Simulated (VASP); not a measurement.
# GaP (gw) (I-4m2) in VASP: single point with PBEsol

Aim: the single point of GaP (gw) with PBEsol.

Everything below comes from runs of VASP 6.6.1. Logs are shortened: lines on timing, memory, paths and dates and some standing lists are left out, and cuts for length are marked.

## Step 1: The cell of the first run

It takes space group I-4m2 (No. 119, tetragonal). Conventional cell: a = 3.884 Å, b = 3.884 Å, c = 5.390 Å, α = 90.00°, β = 90.00°, γ = 90.00°. Within 3.1 Å of Ga (site symmetry -4m2) lie 4 P at 2.36 Å. P (site symmetry -4m2) has 4 Ga at 2.36 Å within 3.1 Å.

## Step 2: Single point, PBEsol

Contents of INCAR:

```
ALGO = Normal ; EDIFF = 1E-6
ENCUT = 500 ; GGA = PS
GGA_COMPAT = F ; ISIF = 2
ISMEAR = 0 ; LASPH = T
LCHARG = F ; LREAL = F
LWAVE = F ; NBANDS = 16
NELM = 120 ; PREC = Accurate
SIGMA = 0.01
```

Contents of KPOINTS:

```
k-points
0
Gamma
  4 4 4
```

Contents of POSCAR:

```
GaP
1.0
    0.0000000000      2.7464170969      2.6947931894
    2.7464170969      0.0000000000      2.6947931894
    2.7464170969      2.7464170969      0.0000000000
Ga P
1 1
Direct
    0.0000000000      0.0000000000      0.0000000000
    0.2500000000      0.2500000000      0.2500000000
```

Potentials or basis: VASP PAW PBE potentials, release 64 (Ga_d, P).

On the command line:

```
$ cat potpaw_PBE.64/Ga_d/POTCAR potpaw_PBE.64/P/POTCAR > POTCAR
$ mpirun -np 1 vasp_std > vasp.out
```

OUTCAR:

```text
EDIFF = 1E-6
   ENCUT = 500
   GGA = PS
   ISIF = 2
   ISMEAR = 0
   LASPH = T
   LREAL = F
   NELM = 120
   PREC = Accurate

 ion  position               nearest neighbor table
   1  0.000  0.000  0.000-   2 2.36   2 2.36   2 2.36   2 2.36
   2  0.250  0.250  0.250-   1 2.36   1 2.36   1 2.36   1 2.36

  LATTYP: Found a body centered tetragonal cell.
 ALAT       =     3.8840203064
 C/A-ratio  =     1.3876308448

  Lattice vectors:

 A1 = (   0.0000000000,  -2.7464170969,  -2.6947931894)
 A2 = (   0.0000000000,   2.7464170969,  -2.6947931894)
 A3 = (   2.7464170969,   0.0000000000,   2.6947931894)

Analysis of symmetry for initial positions (statically):
=====================================================================
 Subroutine PRICEL returns:
 Original cell was already a primitive cell.

 Routine SETGRP: Setting up the symmetry group for a
 body centered tetragonal supercell.

 Subroutine GETGRP returns: Found  8 space group operations
 (whereof  8 operations were pure point group operations)
 out of a pool of 16 trial point group operations.

The static configuration has the point symmetry D_2d.

Analysis of symmetry for dynamics (positions and initial velocities):
=====================================================================
 Subroutine PRICEL returns:
 Original cell was already a primitive cell.

 Routine SETGRP: Setting up the symmetry group for a
 body centered tetragonal supercell.

 Subroutine GETGRP returns: Found  8 space group operations
 (whereof  8 operations were pure point group operations)
 out of a pool of 16 trial point group operations.

The dynamic configuration has the point symmetry D_2d.

 Subroutine INISYM returns: Found  8 space group operations
 (whereof  8 operations are pure point group operations),
 and found     1 'primitive' translations

----------------------------------------------------------------------------------------

                                     Primitive cell

  volume of cell :      40.6526

  direct lattice vectors                    reciprocal lattice vectors
     0.000000000  2.746417097  2.694793189    -0.182055377  0.182055377  0.185542995
     2.746417097  0.000000000  2.694793189     0.182055377 -0.182055377  0.185542995
     2.746417097  2.746417097  0.000000000     0.182055377  0.182055377 -0.185542995

  length of vectors
     3.847689853  3.847689853  3.884020306     0.317355516  0.317355516  0.317355516

  position of ions in fractional coordinates (direct lattice)
     0.000000000  0.000000000  0.000000000
     0.250000000  0.250000000  0.250000000

  ion indices of the primitive-cell ions
   primitive index   ion index
                 1           1
                 2           2

----------------------------------------------------------------------------------------

 KPOINTS: k-points

Automatic generation of k-mesh.
 Grid dimensions read from file:
 generate k-points for:    4    4    4

 Generating k-lattice:

  Cartesian coordinates                     Fractional coordinates (reciprocal lattice)
    -0.045513844  0.045513844  0.046385749     0.250000000 -0.000000000  0.000000000
     0.045513844 -0.045513844  0.046385749    -0.000000000  0.250000000  0.000000000
     0.045513844  0.045513844 -0.046385749     0.000000000  0.000000000  0.250000000

  Length of vectors
     0.079338879  0.079338879  0.079338879

  Shift w.r.t. Gamma in fractional coordinates (k-lattice)
     0.000000000  0.000000000  0.000000000

 Subroutine IBZKPT returns following result:
 ===========================================

 Found     13 irreducible k-points:

 Following reciprocal coordinates:
            Coordinates               Weight
  0.000000  0.000000  0.000000      1.000000
  0.250000 -0.000000  0.000000      8.000000
  0.500000 -0.000000  0.000000      4.000000
  0.250000  0.250000  0.000000      2.000000
  0.500000  0.250000  0.000000      8.000000
 -0.250000  0.250000  0.000000      4.000000
  0.500000  0.500000  0.000000      1.000000
  0.250000  0.000000  0.250000      4.000000
  0.500000 -0.000000  0.250000     16.000000
 -0.250000  0.000000  0.250000      8.000000
 -0.250000  0.500000  0.250000      4.000000
  0.500000  0.000000  0.500000      2.000000
 -0.250000  0.250000  0.500000      2.000000
   k-points           NKPTS =     13   k-points in BZ     NKDIM =     13   number of bands    NBANDS=     16
   number of dos      NEDOS =    301   number of ions     NIONS =      2
   total plane-waves  NPLWV =  21952
   dimension x,y,z NGX =    28 NGY =   28 NGZ =   28
   dimension x,y,z NGXF=    56 NGYF=   56 NGZF=   56
   ions per type =               1   1
   NGX,Y,Z   is equivalent  to a cutoff of  12.10, 12.10, 11.98 a.u.
   NGXF,Y,Z  is equivalent  to a cutoff of  24.20, 24.20, 23.97 a.u.
 SYSTEM =  unknown system
   PREC   = accura    normal or accurate (medium, high low for compatibility)
   ISTART =      0    job   : 0-new  1-cont  2-samecut
   ICHARG =      2    charge: 1-file 2-atom 10-const
   ISPIN  =      1    spin polarized calculation?
   LNONCOLLINEAR =      F non collinear calculations
   LSORBIT =      F    spin-orbit coupling
   LASPH  =      T    aspherical Exc in radial PAW
   ENCUT  =  500.0 eV  36.75 Ry    6.06 a.u.   7.02  7.02  7.08*2*pi/ulx,y,z
   NELM   =    120;   NELMIN=  2; NELMDL= -5     # of ELM steps
   EDIFF  = 0.1E-05   stopping-criterion for ELM
   LREAL  =      F    real-space projection
   EDIFFG = 0.1E-04   stopping-criterion for IOM
   NSW    =      0    number of steps for IOM
   IBRION =     -1    ionic relax: 0-MD 1-quasi-New 2-CG
   NFREE  =      0    steps in history (QN), initial steepest desc. (CG)
   ISIF   =      2    stress and relaxation
   ISYM   =      2    0-nonsym 1-usesym 2-fastsym
   POTIM  = 0.5000    time-step for ionic-motion
   TEBEG  =    0.0;   TEEND  =   0.0 temperature during run
   PSTRESS=    0.0 pullay stress
   NELECT =      18.0000    total number of electrons
   NUPDOWN=      -1.0000    fix difference up-down
   EMIN   =  10.00;   EMAX   =-10.00  energy-range for DOS
   EFERMI =   0.00;   METHOD = LEGACY
   ISMEAR =     0;   SIGMA  =   0.01  broadening in eV -4-tet -1-fermi 0-gaus
   EFERMI_NEDOS =   21; number of points for ismear=-14 and -15
   IALGO  =     38    algorithm
   IMIX   =      4    mixing-type and parameters
     AMIX     =   0.40;   BMIX     =  1.00
     AMIX_MAG =   1.60;   BMIX_MAG =  1.00
  volume/ion in A,a.u.               =      20.33       137.17
  Fermi-wavevector in a.u.,A,eV,Ry     =   1.247775  2.357952 21.183479  1.556942
  Thomas-Fermi vector in A             =   2.381892
   LORBIT       =      0    0 simple, 1 ext, 2 COOP (PROOUT), +10 PAW based schemes
   GGA     = PS    functional components
   LHFCALC =     F    Hartree Fock is set to
   AEXX    =    0.0000 exact exchange contribution
   IVDW    =     0    specifies the selected vdW correction
   LEPSILON=     F    determine dielectric tensor
   LRPA    =     F    only Hartree local field effects (RPA)
 non-spin polarized calculation
 Gauss-broadening in eV      SIGMA  =   0.01
  energy-cutoff  :      500.00
  volume of cell :       40.65
 maximum number of plane-waves:      1044
   NGX = 13   NGY = 13   NGZ = 15

 number of electron      18.0000012 magnetization

 Free energy of the ion-electron system (eV)
  ---------------------------------------------------
  ext. energy  EPLUGINS =         0.00000000
  ---------------------------------------------------
  free energy    TOTEN  =        -9.76986323 eV

  energy without entropy =       -9.76986323  energy(sigma->0) =       -9.76986323

 E-fermi :   4.6940     XC(G=0):  -9.9834

 val. band max:        4.6435866318   @ k =   0.0000   0.0000   0.0000
 cond. band min:       5.9823130099   @ k =   0.5000   0.5000   0.0000
 fundamental gap:      1.3387263780
 Fermi energy:         4.6939507310

 k-point     1 :       0.0000    0.0000    0.0000
  band No.  band energies     occupation
      1     -10.0111      2.00000
      2     -10.0111      2.00000
      3     -10.0054      2.00000
      4      -9.9130      2.00000
      5      -9.9101      2.00000
      6      -7.9272      2.00000
[... 8 lines left out ...]
     15      14.1414      0.00000
     16      14.4798      0.00000

 k-point     2 :       0.2500   -0.0000    0.0000
  band No.  band energies     occupation
      1     -10.0515      2.00000
      2      -9.9965      2.00000
      3      -9.9929      2.00000
      4      -9.9124      2.00000
      5      -9.9081      2.00000
      6      -7.1493      2.00000
[... 8 lines left out ...]
     15      13.4911      0.00000
     16      14.2692      0.00000

 k-point     3 :       0.5000   -0.0000    0.0000
  band No.  band energies     occupation
      1     -10.0882      2.00000
      2      -9.9866      2.00000
      3      -9.9831      2.00000
      4      -9.9070      2.00000
      5      -9.9011      2.00000
      6      -5.8446      2.00000
[... 8 lines left out ...]
     15      16.1174      0.00000
     16      16.2939      0.00000

 k-point     4 :       0.2500    0.2500    0.0000
  band No.  band energies     occupation
      1     -10.0726      2.00000
      2      -9.9791      2.00000
      3      -9.9791      2.00000
      4      -9.9303      2.00000
      5      -9.8985      2.00000
      6      -6.8647      2.00000
[... 8 lines left out ...]
     15      15.1338      0.00000
     16      17.1326      0.00000
[... 115 lines left out ...]
 k-point    11 :      -0.2500    0.5000    0.2500
  band No.  band energies     occupation
      1     -10.1040      2.00000
      2      -9.9717      2.00000
      3      -9.9504      2.00000
      4      -9.9284      2.00000
      5      -9.9011      2.00000
      6      -4.8269      2.00000
[... 8 lines left out ...]
     15      16.5180      0.00000
     16      18.3627      0.00000

 k-point    12 :       0.5000    0.0000    0.5000
  band No.  band energies     occupation
      1     -10.1237      2.00000
      2      -9.9456      2.00000
      3      -9.9447      2.00000
      4      -9.9438      2.00000
      5      -9.8912      2.00000
      6      -4.9605      2.00000
[... 8 lines left out ...]
     15      16.9588      0.00000
     16      17.4947      0.00000

 k-point    13 :      -0.2500    0.2500    0.5000
  band No.  band energies     occupation
      1     -10.1043      2.00000
      2      -9.9713      2.00000
      3      -9.9500      2.00000
      4      -9.9237      2.00000
      5      -9.9056      2.00000
      6      -4.8578      2.00000
[... 8 lines left out ...]
     15      16.2139      0.00000
     16      18.0259      0.00000

------------------------ aborting loop because EDIFF is reached ----------------------------------------

  FORCE on cell =-STRESS in cart. coord.  units (eV):
  Direction    XX          YY          ZZ          XY          YZ          ZX
  --------------------------------------------------------------------------------------
  -------------------------------------------------------------------------------------
  Total       -0.2642932     -0.2642932      0.0848315      0.0000000      0.0000000      0.0000000
  in kB      -10.4161725    -10.4161725      3.3433293      0.0000000      0.0000000      0.0000000
  external PRESSURE =      -5.8296719 kB  Pullay stress =       0.0000000 kB

 VOLUME and BASIS-vectors are now :
 -----------------------------------------------------------------------------
  energy-cutoff  :      500.00
  volume of cell :       40.65
      direct lattice vectors                 reciprocal lattice vectors
     0.000000000  2.746417097  2.694793189    -0.182055377  0.182055377  0.185542995
     2.746417097  0.000000000  2.694793189     0.182055377 -0.182055377  0.185542995
     2.746417097  2.746417097  0.000000000     0.182055377  0.182055377 -0.185542995

 POSITION                                       TOTAL-FORCE (eV/Angst)
 -----------------------------------------------------------------------------------
      0.00000      0.00000      0.00000        -0.000000     -0.000000     -0.000000
      1.37321      1.37321      1.34740         0.000000      0.000000      0.000000
 -----------------------------------------------------------------------------------
    total drift:                                0.000001      0.000001      0.000001

  FREE ENERGIE OF THE ION-ELECTRON SYSTEM (eV)
  ---------------------------------------------------
  free  energy   TOTEN  =        -9.7698632315 eV

  energy  without entropy=       -9.7698632315  energy(sigma->0) =       -9.76986323
```

Run time: 8.8 s. Hardware: 1 thread of Intel Xeon Platinum 8488C (Sapphire Rapids), shared host; peak memory 0.15 GiB.

What came out:

```
Free energy            : -9.7699 eV
Pressure               : -0.6 GPa
Band gap on the k mesh : 1.34 eV, indirect (least direct gap 1.63 eV)
```

Levels at points of the mesh, in eV from the valence-band top:
```csv
k point,band 6,band 7,band 8,band 9,band 10,band 11,band 12,band 13
"(0.00, 0.00, 0.00)",-12.57,-0.10,-0.10,0.00,1.63,3.70,3.74,3.74
"(0.50, 0.00, 0.00)",-10.49,-6.76,-1.28,-1.12,1.47,4.48,4.63,7.99
"(0.50, 0.50, 0.00)",-9.52,-6.80,-2.87,-2.87,1.34,1.50,10.42,10.42
"(0.50, 0.00, 0.50)",-9.60,-6.93,-2.74,-2.73,1.47,1.69,10.40,10.41
```

Caveat: the k points lie up to 0.50 Å⁻¹ apart; the PAW data sets were made with another functional, which shifts forces and pressure a little. A hybrid or GW would open this gap; PBEsol tends to underestimate it.
